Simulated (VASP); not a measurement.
Wanted: the native input for a VASP 6.6.1 run.

- Task: relaxation of cell and atoms
- Functional: r2SCAN
- Potentials or basis: VASP PAW PBE potentials, release 64 (Hf_pv)
- Cutoff: 550 eV
- k mesh: 10 × 10 × 10
- Occupations: fermi-dirac, width 0.1 eV
- Spin: no spin polarisation
- Dipole correction: no
- Further INCAR settings: ALGO = Normal; EDIFF = 1e-07; IBRION = 2; EDIFFG = -0.02; NSW = 80; ISIF = 3

Crystal: Hf.

```
CELL_PARAMETERS angstrom
0.00000 2.23500 2.23500
2.23500 0.00000 2.23500
2.23500 2.23500 0.00000
ATOMIC_POSITIONS crystal
Hf 0.00000 0.00000 0.00000
```

This isn't the form of Hf at room conditions, which is hcp.

The input as run:

POSCAR

```
Hf
1.0
    0.0000000000      2.2350000000      2.2350000000
    2.2350000000      0.0000000000      2.2350000000
    2.2350000000      2.2350000000      0.0000000000
Hf
1
Direct
    0.0000000000      0.0000000000      0.0000000000
```

INCAR.step1

```
PREC = Accurate
ENCUT = 550
ISMEAR = -1
SIGMA = 0.1
LREAL = F
LASPH = T
NELM = 120
GGA = PE
ALGO = Normal
EDIFF = 1E-5
LWAVE = T
LCHARG = F
GGA_COMPAT = F
IBRION = 2
ISIF = 3
EDIFFG = -0.005
NELMIN = 4
NSW = 100
```

INCAR.step2

```
PREC = Accurate
ENCUT = 550
EDIFF = 1E-7
ISMEAR = -1
SIGMA = 0.1
LREAL = F
LASPH = T
NELM = 120
ALGO = Normal
ISIF = 3
LWAVE = F
LCHARG = F
METAGGA = R2SCAN
LMIXTAU = T
IBRION = 2
NSW = 80
EDIFFG = -0.02
ISTART = 1
GGA_COMPAT = F
NELMIN = 4
```

KPOINTS

```
regular mesh
0
Gamma
  10 10 10
```

Potentials or basis: VASP PAW PBE potentials, release 64 (Hf_pv).

Command:

```console
$ cat potpaw_PBE.64/Hf_pv/POTCAR > POTCAR
$ cp INCAR.step1 INCAR
$ mpirun -np 1 vasp_std > vasp.out
$ cp INCAR.step2 INCAR
$ mpirun -np 1 vasp_std > vasp.out
```

It gave:

| Property | Result |
| --- | --- |
| Pressure after relaxing | 0.1 GPa |
| Band gap on the k mesh | zero (bands 5 and 6 overlap by 1.98 eV) |

Caveat: the relaxation stopped at its first step, so nothing moved; the PAW data sets were made with another functional, which shifts forces and pressure a little; spin-orbit coupling is left out, which moves the levels of the heavy elements.

Wall time 24 s on 1 thread of Intel(R) Xeon(R) Platinum 8488C (Sapphire Rapids) (shared host), peak memory 0.14 GiB.
